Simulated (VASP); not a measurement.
Here is a VASP 6.6.1 calculation.

The input POSCAR:

```
Cu
1.0
    0.0000000000      1.8075000000      1.8346125000
    1.8075000000      0.0000000000      1.8346125000
    1.8075000000      1.8075000000      0.0000000000
Cu
1
Direct
    0.0000000000      0.0000000000      0.0000000000
```

Contents of INCAR.step1:

```
SYSTEM = Cu
PREC     = Accurate       ! precision mode
ENCUT    = 520            ! plane-wave cutoff, eV
ISMEAR   = 0              ! smearing method
SIGMA    = 0.15           ! smearing width, eV
LREAL    = .False.        ! projectors in reciprocal space
LASPH    = .True.         ! aspherical terms in the spheres
NELM     = 100            ! most SCF steps
NBANDS   = 12             ! bands
GGA      = PE             ! functional
ALGO     = Normal         ! electronic algorithm
EDIFF    = 1E-4           ! SCF threshold, eV
LWAVE    = .True.         ! write WAVECAR
LCHARG   = .False.        ! write CHGCAR
```

INCAR.step2

```
SYSTEM = Cu
PREC     = Accurate       ! precision mode
ENCUT    = 520            ! plane-wave cutoff, eV
EDIFF    = 1E-7           ! SCF threshold, eV
ISMEAR   = 0              ! smearing method
SIGMA    = 0.15           ! smearing width, eV
LREAL    = .False.        ! projectors in reciprocal space
LASPH    = .True.         ! aspherical terms in the spheres
NELM     = 100            ! most SCF steps
ALGO     = Normal         ! electronic algorithm
ISIF     = 2              ! what is computed and relaxed
LWAVE    = .False.        ! write WAVECAR
LCHARG   = .False.        ! write CHGCAR
METAGGA  = R2SCAN         ! meta-GGA
LMIXTAU  = .True.       
NBANDS   = 12             ! bands
ISTART   = 1
```

Contents of KPOINTS:

```
Automatic mesh
0
Gamma
  22 22 22
  0 0 0
```

Potentials or basis: VASP PAW PBE potentials, release 64 (Cu).

Command:

```sh
$ cat potpaw_PBE.64/Cu/POTCAR > POTCAR
$ cp INCAR.step1 INCAR
$ mpirun -np 1 vasp_std > vasp.out
$ cp INCAR.step2 INCAR
$ mpirun -np 1 vasp_std > vasp.out
```

(1) Predict the band gap on the k mesh.

(2) Predict the pressure.

Answers

(1) zero (an odd number of electrons rules out a gap without spin polarisation).

(2) -6.2 GPa.

Caveat: the cell differs from its parent crystal (strain +0.000 along x and y, +0.015 along z); the cell stands under tension; the PAW data sets were made with another functional, which shifts forces and pressure a little.
